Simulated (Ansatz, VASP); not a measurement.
One calculation of Ta, two programs

```
Ta
1.0
     0.00000    3.28205   -3.28205
    -3.28205    0.00000    3.28205
     1.64102    1.64102    1.64102
Ta
3
Direct
  0.00000 0.00000 0.00000
  0.33333 0.66667 0.33333
  0.66667 0.33333 0.66667
```

Alike in both runs: task single point; functional PBEsol; k mesh 9 × 9 × 13; occupations fermi-dirac, width 0.05 eV; no spin polarisation.

```csv
,VASP,Ansatz
version,VASP 6.6.1,Ansatz 0.2.0
potentials or method,"VASP PAW PBE potentials, release 64 (Ta_pv), cutoff 520 eV","all-electron LAPW, scalar-relativistic"
```

```csv
,VASP,Ansatz,Ansatz less VASP
pressure (GPa),0.1,-0.2,-0.30
```

VASP's potentials were made for PBE, not for PBEsol. Ansatz ran all-electron here, and VASP with PAW potentials.

Neither program's run includes spin-orbit coupling.
